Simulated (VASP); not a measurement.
Input of a VASP 6.6.1 run:

INCAR

```
SYSTEM = Tb5C
  ALGO = Normal
  EDIFF = 1E-7
  EDIFFG = -0.01
  ENCUT = 600
  GGA = PE
  GGA_COMPAT = .FALSE.
  IBRION = 2
  ISIF = 3
  ISMEAR = 0
  LASPH = .TRUE.
  LCHARG = .FALSE.
  LMAXMIX = 6
  LREAL = .FALSE.
  LWAVE = .FALSE.
  NELM = 200
  NELMIN = 4
  NSW = 100
  PREC = Accurate
  SIGMA = 0.1
```

File KPOINTS:

```
k-points
0
G
  12 12 4
  0 0 0
```

Contents of POSCAR:

```
Tb5C
1.0
    5.6480743620      0.0000000000      0.0000000000
   -2.8240371810      4.8913758800      0.0000000000
    0.0000000000      0.0000000000     10.0976628393
Tb C
5 1
Direct
    0.0000000000      0.0000000000      0.0000000000
    0.3333333333      0.6666666667      0.0000000000
    0.6666666667      0.3333333333      0.0000000000
    0.0000000000      0.0000000000      0.2958251526
    0.0000000000      0.0000000000      0.7041748474
    0.0000000000      0.0000000000      0.5000000000
```

Potentials or basis: VASP PAW PBE potentials, release 64 (Tb_3, C), 4f in core.

Launch:

```bash
$ cat potpaw_PBE.64/Tb_3/POTCAR potpaw_PBE.64/C/POTCAR > POTCAR
$ mpirun -np 1 vasp_std > vasp.out
```

(1) Predict the space group after relaxing (to 0.1 Å).

(2) What does it give for the relaxed volume?

(3) Predict the relaxed cell.

(4) Predict the band gap on the k mesh.

Results:

(1) P6/mmm (No. 191).

(2) 46.46 Å³/atom.

(3) a = 5.645 Å, b = 5.645 Å, c = 10.099 Å, α = 90.00°, β = 90.00°, γ = 120.00°.

(4) zero (an odd number of electrons rules out a gap without spin polarisation).

Caveat: spin-orbit coupling is left out, which moves the levels of the heavy elements; the 4f electrons are frozen in the core, so they carry no moment and show no levels.
